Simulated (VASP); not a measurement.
# Te2Mo (P-6m2) in VASP: a series of runs

Te2Mo is run at these levels: PBE+D3(BJ); tasks: single point, relaxation of cell and atoms.

Program: VASP 6.6.1. These are calculated values, not measurements. Logs are shortened: lines on timing, memory, paths and dates and some standing lists are left out, and cuts for length are marked.

## Step 1: The cell of the first run

Symmetry: P-6m2, No. 187, hexagonal system. Conventional cell: a = 3.495 Å, b = 3.495 Å, c = 7.625 Å, α = 90.00°, β = 90.00°, γ = 120.00°. Within 3.6 Å of Te (site symmetry 3m) lie 3 Mo at 2.72 Å and 6 Te at 3.50 Å. Mo (site symmetry -6m2) has 6 Te at 2.72 Å and 6 Mo at 3.50 Å within 3.6 Å.

## Step 2: Single point, PBE+D3(BJ)

INCAR

```
PREC = Accurate
ENCUT = 520
EDIFF = 1E-6
ISMEAR = 0
SIGMA = 0.02
LREAL = False
LASPH = True
NELM = 100
ALGO = Normal
ISIF = 2
LWAVE = False
LCHARG = False
GGA = PE
IVDW = 12
NBANDS = 20
```

KPOINTS

```
regular mesh
0
Gamma
  9 9 4
```

POSCAR

```
Te2Mo
1.0
    3.4951585384      0.0000000000      0.0000000000
   -1.7475792692      3.0268960845      0.0000000000
    0.0000000000      0.0000000000      7.6245617325
Te Mo
2 1
Direct
    0.3333333333      0.6666666667      0.7614146570
    0.3333333333      0.6666666667      0.2385853430
    0.0000000000      0.0000000000      0.0000000000
```

Potentials or basis: VASP PAW PBE potentials, release 64 (Te, Mo_sv).

Launch:

```bash
> cat potpaw_PBE.64/Te/POTCAR potpaw_PBE.64/Mo_sv/POTCAR > POTCAR
> mpirun -np 1 vasp_std > vasp.out
```

OUTCAR:

```text
PREC = Accurate
   ENCUT = 520
   EDIFF = 1E-6
   ISMEAR = 0
   LREAL = False
   LASPH = True
   NELM = 100
   ISIF = 2
   GGA = PE
   IVDW = 12
 IVDW          = 12

 ion  position               nearest neighbor table
   1  0.333  0.667  0.761-   3 2.72   3 2.72   3 2.72   2 3.64
   2  0.333  0.667  0.239-   3 2.72   3 2.72   3 2.72   1 3.64
   3  0.000  0.000  0.000-   1 2.72   2 2.72   1 2.72   2 2.72   1 2.72   2 2.72

  LATTYP: Found a hexagonal cell.
 ALAT       =     3.4951585384
 C/A-ratio  =     2.1814637730

  Lattice vectors:

 A1 = (   3.4951585384,   0.0000000000,   0.0000000000)
 A2 = (  -1.7475792692,   3.0268960845,   0.0000000000)
 A3 = (   0.0000000000,   0.0000000000,   7.6245617325)

Analysis of symmetry for initial positions (statically):
=====================================================================
 Subroutine PRICEL returns:
 Original cell was already a primitive cell.

 Routine SETGRP: Setting up the symmetry group for a
 hexagonal supercell.

 Subroutine GETGRP returns: Found 12 space group operations
 (whereof 12 operations were pure point group operations)
 out of a pool of 24 trial point group operations.

The static configuration has the point symmetry D_3h.

Analysis of symmetry for dynamics (positions and initial velocities):
=====================================================================
 Subroutine PRICEL returns:
 Original cell was already a primitive cell.

 Routine SETGRP: Setting up the symmetry group for a
 hexagonal supercell.

 Subroutine GETGRP returns: Found 12 space group operations
 (whereof 12 operations were pure point group operations)
 out of a pool of 24 trial point group operations.

The dynamic configuration has the point symmetry D_3h.

 Subroutine INISYM returns: Found 12 space group operations
 (whereof 12 operations are pure point group operations),
 and found     1 'primitive' translations

----------------------------------------------------------------------------------------

                                     Primitive cell

  volume of cell :      80.6639

  direct lattice vectors                    reciprocal lattice vectors
     3.495158538  0.000000000  0.000000000     0.286110055  0.165185717  0.000000000
    -1.747579269  3.026896085  0.000000000     0.000000000  0.330371434  0.000000000
     0.000000000  0.000000000  7.624561733     0.000000000  0.000000000  0.131155079

  length of vectors
     3.495158538  3.495158538  7.624561733     0.330371434  0.330371434  0.131155079

  position of ions in fractional coordinates (direct lattice)
[... 81 lines left out ...]
   EDIFF  = 0.1E-05   stopping-criterion for ELM
   LREAL  =      F    real-space projection
   EDIFFG = 0.1E-04   stopping-criterion for IOM
   NSW    =      0    number of steps for IOM
   IBRION =     -1    ionic relax: 0-MD 1-quasi-New 2-CG
   NFREE  =      0    steps in history (QN), initial steepest desc. (CG)
   ISIF   =      2    stress and relaxation
   ISYM   =      2    0-nonsym 1-usesym 2-fastsym
   POTIM  = 0.5000    time-step for ionic-motion
   TEBEG  =    0.0;   TEEND  =   0.0 temperature during run
   PSTRESS=    0.0 pullay stress
   NELECT =      26.0000    total number of electrons
   NUPDOWN=      -1.0000    fix difference up-down
   EMIN   =  10.00;   EMAX   =-10.00  energy-range for DOS
   EFERMI =   0.00;   METHOD = LEGACY
   ISMEAR =     0;   SIGMA  =   0.02  broadening in eV -4-tet -1-fermi 0-gaus
   EFERMI_NEDOS =   21; number of points for ismear=-14 and -15
   IALGO  =     38    algorithm
   IMIX   =      4    mixing-type and parameters
     AMIX     =   0.40;   BMIX     =  1.00
     AMIX_MAG =   1.60;   BMIX_MAG =  1.00
  volume/ion in A,a.u.               =      26.89       181.45
  Fermi-wavevector in a.u.,A,eV,Ry     =   1.122465  2.121152 17.142360  1.259928
  Thomas-Fermi vector in A             =   2.259125
   LORBIT       =      0    0 simple, 1 ext, 2 COOP (PROOUT), +10 PAW based schemes
   GGA     = PE    functional components
   LHFCALC =     F    Hartree Fock is set to
   AEXX    =    0.0000 exact exchange contribution
   IVDW    =    12    specifies the selected vdW correction
   LEPSILON=     F    determine dielectric tensor
   LRPA    =     F    only Hartree local field effects (RPA)
 non-spin polarized calculation
 Gauss-broadening in eV      SIGMA  =   0.02
  energy-cutoff  :      520.00
  volume of cell :       80.66
 maximum number of plane-waves:      2200
 NGX is ok and might be reduce to    28
   NGX = 13   NGY = 13   NGZ = 29

 number of electron      26.0000001 magnetization

 Free energy of the ion-electron system (eV)
  ---------------------------------------------------
  ext. energy  EPLUGINS =         0.00000000
  ---------------------------------------------------
  free energy    TOTEN  =       -17.95456803 eV

  energy without entropy =      -17.95456803  energy(sigma->0) =      -17.95456803

 E-fermi :   7.3399     XC(G=0):  -9.9074

 val. band max:        7.1568543083   @ k =   0.3333   0.3333   0.5000
 cond. band min:       8.1297747951   @ k =   0.2222   0.2222   0.0000
 fundamental gap:      0.9729204868
 Fermi energy:         7.3399175804

 k-point     1 :       0.0000    0.0000    0.0000
  band No.  band energies     occupation
      1     -53.5366      2.00000
      2     -27.7207      2.00000
      3     -27.5668      2.00000
      4     -27.5668      2.00000
      5      -5.6946      2.00000
      6      -4.6198      2.00000
[... 541 lines left out ...]
     19      12.2054      0.00000
     20      15.0423      0.00000

 [... further k-points ...]

------------------------ aborting loop because EDIFF is reached ----------------------------------------

 Edisp (eV)   -1.49819

 E8    (eV) :    -0.6913

  FORCE on cell =-STRESS in cart. coord.  units (eV):
  Direction    XX          YY          ZZ          XY          YZ          ZX
  --------------------------------------------------------------------------------------
  -------------------------------------------------------------------------------------
  Total      -0.00696    -0.00696     0.03725     0.00000     0.00000     0.00000
  in kB      -0.13830    -0.13830     0.73993     0.00000     0.00000     0.00000
  external pressure =        0.15 kB  Pullay stress =        0.00 kB

 VOLUME and BASIS-vectors are now :
 -----------------------------------------------------------------------------
  energy-cutoff  :      520.00
  volume of cell :       80.66
      direct lattice vectors                 reciprocal lattice vectors
     3.495158538  0.000000000  0.000000000     0.286110055  0.165185717  0.000000000
    -1.747579269  3.026896085  0.000000000     0.000000000  0.330371434  0.000000000
     0.000000000  0.000000000  7.624561733     0.000000000  0.000000000  0.131155079

 POSITION                                       TOTAL-FORCE (eV/Angst)
 -----------------------------------------------------------------------------------
     -0.00000      2.01793      5.80545        -0.000000      0.000000     -0.011528
     -0.00000      2.01793      1.81911        -0.000000      0.000000      0.011528
      0.00000      0.00000      0.00000         0.000000     -0.000000      0.000000
 -----------------------------------------------------------------------------------
    total drift:                                0.000000     -0.000000     -0.000000

  FREE ENERGIE OF THE ION-ELECTRON SYSTEM (eV)
  ---------------------------------------------------
  free  energy   TOTEN  =       -19.4527611134 eV

  energy  without entropy=      -19.4527611134  energy(sigma->0) =      -19.45276111
```

stdout:

```text
POSCAR found type information on POSCAR TeMo
 POSCAR found :  2 types and       3 ions
 scaLAPACK will be used
 LDA part: xc-table for (Slater+PW92), standard interpolation
 POSCAR, INCAR and KPOINTS ok, starting setup
 FFT: planning ... GRIDC
 FFT: planning ... GRID_SOFT
 FFT: planning ... GRID
 WAVECAR not read
 entering main loop
```

Run time: 48 s. Hardware: 1 thread of Intel Xeon Platinum 8259CL at 2.50GHz (Skylake/Cascade Lake), shared host; peak memory 0.24 GiB.

What came out:

```
Free energy                : -19.4528 eV
Pressure                   : 0.0 GPa
Largest force              : 0.012 eV/Å
Band gap on the k mesh     : 0.97 eV, indirect (least direct gap 1.18 eV)
Dispersion energy per atom : -0.499 eV
```

Forces on the atoms (eV/Å):
```
Te   0.000  0.000 -0.012
Te   0.000  0.000  0.012
Mo   0.000  0.000  0.000
```

Levels at points of the mesh, in eV from the valence-band top:
| k point | band 11 | band 12 | band 13 | band 14 | band 15 | band 16 |
| --- | --- | --- | --- | --- | --- | --- |
| (0.00, 0.00, 0.00) | -0.98 | -0.85 | -0.85 | 3.24 | 3.24 | 3.38 |
| (0.00, 0.00, 0.50) | -0.87 | -0.87 | -0.23 | 3.11 | 3.11 | 3.52 |

Caveat: spin-orbit coupling is left out, which moves the levels of the heavy elements.

## Step 3: Relaxation of cell and atoms, PBE+D3(BJ)

This run uses another cell than the first one, of 27.03 Å³/atom, 1.005 times its volume.

INCAR

```
SYSTEM = Te2Mo
PREC = Accurate
ENCUT = 600
EDIFF = 1E-6
ISMEAR = 0
SIGMA = 0.02
LREAL = .False.
LASPH = .True.
NELM = 100
ALGO = Normal
ISIF = 3
LWAVE = .False.
LCHARG = .False.
GGA = PE
IVDW = 12
IBRION = 2
NSW = 100
EDIFFG = -0.005
```

KPOINTS

```
regular mesh
0
Gamma
  9 9 4
  0 0 0
```

POSCAR

```
Te2Mo
1.0
    3.4941330841      0.0000000000      0.0000000000
   -1.7470665421      3.0260080151      0.0000000000
    0.0000000000      0.0000000000      7.6700538832
Te Mo
2 1
Direct
    0.3333333333      0.6666666667      0.7627300582
    0.3333333333      0.6666666667      0.2372699418
    0.0000000000      0.0000000000      0.0000000000
```

Potentials or basis: VASP PAW PBE potentials, release 64 (Te, Mo_sv).

Launch:

```bash
> cat potpaw_PBE.64/Te/POTCAR potpaw_PBE.64/Mo_sv/POTCAR > POTCAR
> mpirun -np 1 vasp_std > vasp.out
```

Wall time 5 min (1 thread of Intel Xeon Platinum 8259CL at 2.50GHz (Skylake/Cascade Lake), shared host); peak memory 0.27 GiB.

The run converged. Its results:

```yaml
Free_energy: -19.4529 eV
Relaxed_volume: 26.87 Å³/atom
Relaxed_cell: a = 3.494 Å, b = 3.494 Å, c = 7.624 Å, α = 90.00°, β = 90.00°, γ = 120.00°
Space_group_after_relaxing_to_0.05_Å: P-6m2 (No. 187)
Energy_gained_by_relaxing: 0.2 meV/atom
Ionic_steps: 14
Pressure_after_relaxing: 0.0 GPa
Band_gap_on_the_k_mesh: 0.97 eV, indirect (least direct gap 1.18 eV)
Dispersion_energy_per_atom: -0.500 eV
```

Step by step:
```
step  energy change (eV)  largest force (eV/Å)  pressure (GPa)  volume (Å³)
   1              0.0000                0.0210           -0.06        81.10
   2             -0.0001                0.0366            0.02        80.99
   3             -0.0001                0.0557            0.14        80.85
   4             -0.0001                0.0537            0.12        80.84
   5             -0.0002                0.0480            0.11        80.81
   6             -0.0003                0.0368            0.06        80.74
   7             -0.0004                0.0150           -0.03        80.61
   8             -0.0004                0.0197            0.01        80.64
   9             -0.0004                0.0100           -0.01        80.65
  10             -0.0005                0.0044           -0.06        80.66
  11             -0.0005                0.0003           -0.03        80.61
  12             -0.0005                0.0050            0.02        80.56
  13             -0.0005                0.0033            0.04        80.58
  14             -0.0005                0.0015            0.02        80.60
```

Final structure:
```
Te Mo
1.0
     3.49384    0.00000    0.00000
    -1.74692    3.02575    0.00000
     0.00000    0.00000    7.62418
Te Mo
2 1
Direct
  0.33333 0.66667 0.76126
  0.33333 0.66667 0.23874
  0.00000 0.00000 0.00000
```

Levels at points of the mesh, in eV from the valence-band top:
```
           k point  band 9  band 10  band 11  band 12  band 13  band 14  band 15  band 16  band 17
(0.00, 0.00, 0.00)   -1.64    -1.04    -0.99    -0.85    -0.85     3.24     3.24     3.38     3.38
(0.00, 0.00, 0.50)   -1.63    -1.63    -0.86    -0.86    -0.23     3.11     3.11     3.52     3.52
```

Caveat: spin-orbit coupling is left out, which moves the levels of the heavy elements. Expect the measured gap to be larger: semilocal functionals such as PBE lack the derivative discontinuity.
